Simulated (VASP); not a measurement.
# KI (P6_3/mmc) in VASP: a series of runs

The runs below take KI through single point, with PBE, r2SCAN.

Everything below comes from runs of VASP 6.6.1. Logs are shortened: lines on timing, memory, paths and dates and some standing lists are left out, and cuts for length are marked.

### 1 The cell of the first run

Symmetry: P6_3/mmc, No. 194, hexagonal system. Conventional cell: a = 6.039 Å, b = 6.039 Å, c = 7.039 Å, α = 90.00°, β = 90.00°, γ = 120.00°. Within 4.6 Å of K (site symmetry -6m2) lie 5 I at 3.49 to 3.52 Å. I (site symmetry -6m2) has 5 K at 3.49 to 3.52 Å within 4.6 Å.

### 2 Single point, PBE

INCAR

```
SYSTEM = KI
ALGO = Normal
EDIFF = 1E-7
ENCUT = 520
GGA = PE
ISIF = 2
ISMEAR = 0
LASPH = .TRUE.
LCHARG = .FALSE.
LREAL = .FALSE.
LWAVE = .FALSE.
NBANDS = 24
NELM = 60
PREC = Accurate
SIGMA = 0.01
```

KPOINTS

```
k-points
0
G
  6 6 4
  0 0 0
```

POSCAR

```
KI
1.0
    6.0388279564      0.0000000000      0.0000000000
   -3.0194139782      5.2297784193      0.0000000000
    0.0000000000      0.0000000000      7.0391091533
K I
2 2
Direct
    0.3333333333      0.6666666667      0.2500000000
    0.6666666667      0.3333333333      0.7500000000
    0.6666666667      0.3333333333      0.2500000000
    0.3333333333      0.6666666667      0.7500000000
```

Potentials or basis: VASP PAW PBE potentials, release 64 (K_sv, I).

Command:

```sh
$ cat potpaw_PBE.64/K_sv/POTCAR potpaw_PBE.64/I/POTCAR > POTCAR
$ mpirun -np 1 vasp_std > vasp.out
```

OUTCAR:

```text
SYSTEM = KI
   EDIFF = 1E-7
   ENCUT = 520
   GGA = PE
   ISIF = 2
   ISMEAR = 0
   LASPH = .TRUE.
   LREAL = .FALSE.
   NELM = 60
   PREC = Accurate

 ion  position               nearest neighbor table
   1  0.333  0.667  0.250-   3 3.49   3 3.49   3 3.49   4 3.52   4 3.52
   2  0.667  0.333  0.750-   4 3.49   4 3.49   4 3.49   3 3.52   3 3.52
   3  0.667  0.333  0.250-   1 3.49   1 3.49   1 3.49   2 3.52   2 3.52
   4  0.333  0.667  0.750-   2 3.49   2 3.49   2 3.49   1 3.52   1 3.52

  LATTYP: Found a hexagonal cell.
 ALAT       =     6.0388279564
 C/A-ratio  =     1.1656416119

  Lattice vectors:

 A1 = (   6.0388279564,   0.0000000000,   0.0000000000)
 A2 = (  -3.0194139782,   5.2297784193,   0.0000000000)
 A3 = (   0.0000000000,   0.0000000000,   7.0391091533)

Analysis of symmetry for initial positions (statically):
=====================================================================
 Subroutine PRICEL returns:
 Original cell was already a primitive cell.

 Routine SETGRP: Setting up the symmetry group for a
 hexagonal supercell.

 Subroutine GETGRP returns: Found 24 space group operations
 (whereof 12 operations were pure point group operations)
 out of a pool of 24 trial point group operations.

The static configuration has the point symmetry D_3d.
 The point group associated with its full space group is D_6h.

Analysis of symmetry for dynamics (positions and initial velocities):
=====================================================================
 Subroutine PRICEL returns:
 Original cell was already a primitive cell.

 Routine SETGRP: Setting up the symmetry group for a
 hexagonal supercell.

 Subroutine GETGRP returns: Found 24 space group operations
 (whereof 12 operations were pure point group operations)
 out of a pool of 24 trial point group operations.

The dynamic configuration has the point symmetry D_3d.
 The point group associated with its full space group is D_6h.

 Subroutine INISYM returns: Found 24 space group operations
 (whereof 12 operations are pure point group operations),
 and found     1 'primitive' translations

----------------------------------------------------------------------------------------

                                     Primitive cell

  volume of cell :     222.3073

  direct lattice vectors                    reciprocal lattice vectors
     6.038827956  0.000000000  0.000000000     0.165595047  0.095606345  0.000000000
    -3.019413978  5.229778419  0.000000000     0.000000000  0.191212690  0.000000000
     0.000000000  0.000000000  7.039109153     0.000000000  0.000000000  0.142063431

  length of vectors
     6.038827956  6.038827956  7.039109153     0.191212690  0.191212690  0.142063431

  position of ions in fractional coordinates (direct lattice)
     0.333333333  0.666666667  0.250000000
     0.666666667  0.333333333  0.750000000
     0.666666667  0.333333333  0.250000000
     0.333333333  0.666666667  0.750000000

  ion indices of the primitive-cell ions
   primitive index   ion index
                 1           1
                 2           2
                 3           3
                 4           4

----------------------------------------------------------------------------------------

 KPOINTS: k-points

Automatic generation of k-mesh.
 Grid dimensions read from file:
 generate k-points for:    6    6    4

 Generating k-lattice:

  Cartesian coordinates                     Fractional coordinates (reciprocal lattice)
     0.027599175  0.015934391  0.000000000     0.166666667  0.000000000  0.000000000
     0.000000000  0.031868782  0.000000000     0.000000000  0.166666667  0.000000000
     0.000000000  0.000000000  0.035515858     0.000000000  0.000000000  0.250000000

  Length of vectors
     0.031868782  0.031868782  0.035515858

  Shift w.r.t. Gamma in fractional coordinates (k-lattice)
     0.000000000  0.000000000  0.000000000

 Subroutine IBZKPT returns following result:
 ===========================================

 Found     21 irreducible k-points:

 Following reciprocal coordinates:
            Coordinates               Weight
  0.000000  0.000000  0.000000      1.000000
  0.166667  0.000000  0.000000      6.000000
  0.333333  0.000000  0.000000      6.000000
  0.500000  0.000000  0.000000      3.000000
  0.166667  0.166667  0.000000      6.000000
  0.333333  0.166667  0.000000     12.000000
[... 13 lines left out ...]
  0.333333  0.166667  0.500000     12.000000
  0.333333  0.333333  0.500000      2.000000
   k-points           NKPTS =     21   k-points in BZ     NKDIM =     21   number of bands    NBANDS=     24
   number of dos      NEDOS =    301   number of ions     NIONS =      4
   total plane-waves  NPLWV = 124416
   dimension x,y,z NGX =    48 NGY =   48 NGZ =   54
   dimension x,y,z NGXF=    96 NGYF=   96 NGZF=  108
   ions per type =               2   2
   NGX,Y,Z   is equivalent  to a cutoff of  13.21, 13.21, 12.75 a.u.
   NGXF,Y,Z  is equivalent  to a cutoff of  26.43, 26.43, 25.51 a.u.
 SYSTEM =  KI
   PREC   = accura    normal or accurate (medium, high low for compatibility)
   ISTART =      0    job   : 0-new  1-cont  2-samecut
   ICHARG =      2    charge: 1-file 2-atom 10-const
   ISPIN  =      1    spin polarized calculation?
   LNONCOLLINEAR =      F non collinear calculations
   LSORBIT =      F    spin-orbit coupling
   LASPH  =      T    aspherical Exc in radial PAW
   ENCUT  =  520.0 eV  38.22 Ry    6.18 a.u.  11.23 11.23 13.09*2*pi/ulx,y,z
   NELM   =     60;   NELMIN=  2; NELMDL= -5     # of ELM steps
   EDIFF  = 0.1E-06   stopping-criterion for ELM
   LREAL  =      F    real-space projection
   EDIFFG = 0.1E-05   stopping-criterion for IOM
   NSW    =      0    number of steps for IOM
   IBRION =     -1    ionic relax: 0-MD 1-quasi-New 2-CG
   NFREE  =      0    steps in history (QN), initial steepest desc. (CG)
   ISIF   =      2    stress and relaxation
   ISYM   =      2    0-nonsym 1-usesym 2-fastsym
   POTIM  = 0.5000    time-step for ionic-motion
   TEBEG  =    0.0;   TEEND  =   0.0 temperature during run
   PSTRESS=    0.0 pullay stress
   NELECT =      32.0000    total number of electrons
   NUPDOWN=      -1.0000    fix difference up-down
   EMIN   =  10.00;   EMAX   =-10.00  energy-range for DOS
   EFERMI =   0.00;   METHOD = LEGACY
   ISMEAR =     0;   SIGMA  =   0.01  broadening in eV -4-tet -1-fermi 0-gaus
   EFERMI_NEDOS =   21; number of points for ismear=-14 and -15
   IALGO  =     38    algorithm
   IMIX   =      4    mixing-type and parameters
     AMIX     =   0.40;   BMIX     =  1.00
     AMIX_MAG =   1.60;   BMIX_MAG =  1.00
  volume/ion in A,a.u.               =      55.58       375.05
  Fermi-wavevector in a.u.,A,eV,Ry     =   0.857973  1.621334 10.015488  0.736118
  Thomas-Fermi vector in A             =   1.975107
   LORBIT       =      0    0 simple, 1 ext, 2 COOP (PROOUT), +10 PAW based schemes
   GGA     = PE    functional components
   LHFCALC =     F    Hartree Fock is set to
   AEXX    =    0.0000 exact exchange contribution
   IVDW    =     0    specifies the selected vdW correction
   LEPSILON=     F    determine dielectric tensor
   LRPA    =     F    only Hartree local field effects (RPA)
 non-spin polarized calculation
 Gauss-broadening in eV      SIGMA  =   0.01
  energy-cutoff  :      520.00
  volume of cell :      222.31
 maximum number of plane-waves:      6038
 NGX is ok and might be reduce to    48
   NGX = 23   NGY = 23   NGZ = 27

 number of electron      32.0000002 magnetization

 Free energy of the ion-electron system (eV)
  ---------------------------------------------------
  ext. energy  EPLUGINS =         0.00000000
  ---------------------------------------------------
  free energy    TOTEN  =       -10.96549603 eV

  energy without entropy =      -10.96549603  energy(sigma->0) =      -10.96549603

 E-fermi :  -1.3359     XC(G=0):  -6.1360

 val. band max:       -1.4713842783   @ k =   0.0000   0.0000   0.0000
 cond. band min:       2.3144431917   @ k =   0.0000   0.0000   0.0000
 fundamental gap:      3.7858274699
 Fermi energy:        -1.3359130935

 k-point     1 :       0.0000    0.0000    0.0000
  band No.  band energies     occupation
      1     -30.1042      2.00000
      2     -30.1020      2.00000
      3     -13.6192      2.00000
      4     -13.6155      2.00000
      5     -13.6155      2.00000
      6     -13.6006      2.00000
[... 16 lines left out ...]
     23       5.5869      0.00000
     24       6.6678      0.00000

 k-point     2 :       0.1667    0.0000    0.0000
  band No.  band energies     occupation
      1     -30.1041      2.00000
      2     -30.1021      2.00000
      3     -13.6255      2.00000
      4     -13.6169      2.00000
      5     -13.6167      2.00000
      6     -13.6124      2.00000
[... 16 lines left out ...]
     23       5.8483      0.00000
     24       6.0503      0.00000

 k-point     3 :       0.3333    0.0000    0.0000
  band No.  band energies     occupation
      1     -30.1037      2.00000
      2     -30.1023      2.00000
      3     -13.6452      2.00000
      4     -13.6352      2.00000
      5     -13.6188      2.00000
      6     -13.6109      2.00000
[... 16 lines left out ...]
     23       5.7810      0.00000
     24       6.1994      0.00000

 k-point     4 :       0.5000    0.0000    0.0000
  band No.  band energies     occupation
      1     -30.1033      2.00000
      2     -30.1026      2.00000
      3     -13.6548      2.00000
      4     -13.6462      2.00000
      5     -13.6199      2.00000
      6     -13.6062      2.00000
[... 16 lines left out ...]
     23       5.9453      0.00000
     24       6.4683      0.00000

 k-point     5 :       0.1667    0.1667    0.0000
  band No.  band energies     occupation
      1     -30.1038      2.00000
      2     -30.1023      2.00000
      3     -13.6394      2.00000
      4     -13.6300      2.00000
      5     -13.6185      2.00000
      6     -13.6126      2.00000
[... 16 lines left out ...]
     23       5.8756      0.00000
     24       5.9427      0.00000

 k-point     6 :       0.3333    0.1667    0.0000
  band No.  band energies     occupation
      1     -30.1033      2.00000
      2     -30.1026      2.00000
      3     -13.6528      2.00000
      4     -13.6466      2.00000
      5     -13.6211      2.00000
      6     -13.6062      2.00000
[... 16 lines left out ...]
     23       6.0945      0.00000
     24       6.1072      0.00000
[... 298 lines left out ...]
 k-point    18 :       0.5000    0.0000    0.5000
  band No.  band energies     occupation
      1     -30.1030      2.00000
      2     -30.1030      2.00000
      3     -13.6901      2.00000
      4     -13.6901      2.00000
      5     -13.6102      2.00000
      6     -13.6102      2.00000
[... 16 lines left out ...]
     23       5.8999      0.00000
     24       5.8999      0.00000

 k-point    19 :       0.1667    0.1667    0.5000
  band No.  band energies     occupation
      1     -30.1030      2.00000
      2     -30.1030      2.00000
      3     -13.6718      2.00000
      4     -13.6718      2.00000
      5     -13.6097      2.00000
      6     -13.6097      2.00000
[... 16 lines left out ...]
     23       6.1663      0.00000
     24       6.1663      0.00000

 k-point    20 :       0.3333    0.1667    0.5000
  band No.  band energies     occupation
      1     -30.1030      2.00000
      2     -30.1030      2.00000
      3     -13.6896      2.00000
      4     -13.6896      2.00000
      5     -13.6111      2.00000
      6     -13.6111      2.00000
[... 16 lines left out ...]
     23       6.0405      0.00000
     24       6.0405      0.00000

 k-point    21 :       0.3333    0.3333    0.5000
  band No.  band energies     occupation
      1     -30.1029      2.00000
      2     -30.1029      2.00000
      3     -13.6947      2.00000
      4     -13.6947      2.00000
      5     -13.6123      2.00000
      6     -13.6123      2.00000
[... 16 lines left out ...]
     23       6.1053      0.00000
     24       6.1053      0.00000

------------------------ aborting loop because EDIFF is reached ----------------------------------------

  FORCE on cell =-STRESS in cart. coord.  units (eV):
  Direction    XX          YY          ZZ          XY          YZ          ZX
  --------------------------------------------------------------------------------------
  -------------------------------------------------------------------------------------
  Total        0.3311121      0.3311121      0.4681869      0.0000000      0.0000000      0.0000000
  in kB        2.3863381      2.3863381      3.3742419      0.0000000      0.0000000      0.0000000
  external PRESSURE =       2.7156394 kB  Pullay stress =       0.0000000 kB

 VOLUME and BASIS-vectors are now :
 -----------------------------------------------------------------------------
  energy-cutoff  :      520.00
  volume of cell :      222.31
      direct lattice vectors                 reciprocal lattice vectors
     6.038827956  0.000000000  0.000000000     0.165595047  0.095606345  0.000000000
    -3.019413978  5.229778419  0.000000000     0.000000000  0.191212690  0.000000000
     0.000000000  0.000000000  7.039109153     0.000000000  0.000000000  0.142063431

 POSITION                                       TOTAL-FORCE (eV/Angst)
 -----------------------------------------------------------------------------------
     -0.00000      3.48652      1.75978         0.000000      0.000000      0.000000
      3.01941      1.74326      5.27933        -0.000000     -0.000000     -0.000000
      3.01941      1.74326      1.75978        -0.000000      0.000000      0.000000
     -0.00000      3.48652      5.27933         0.000000     -0.000000      0.000000
 -----------------------------------------------------------------------------------
    total drift:                               -0.000000      0.000000     -0.000000

  FREE ENERGIE OF THE ION-ELECTRON SYSTEM (eV)
  ---------------------------------------------------
  free  energy   TOTEN  =       -10.9654960324 eV

  energy  without entropy=      -10.9654960324  energy(sigma->0) =      -10.96549603
```

Run time: 2.7 min. Hardware: 1 thread of Intel Xeon Platinum 8488C (Sapphire Rapids), shared host; peak memory 0.38 GiB.

Results:

| Property | Result |
| --- | --- |
| Free energy | -10.9655 eV |
| Pressure | 0.3 GPa |
| Band gap on the k mesh | 3.79 eV |

Stress tensor (GPa, compression positive):
```
0.24 0.00 0.00
0.00 0.24 0.00
0.00 0.00 0.34
```

Caveat: spin-orbit coupling is left out, which moves the levels of the heavy elements. A k mesh can miss the band edges.

(Part 1 of 3 ends here.)
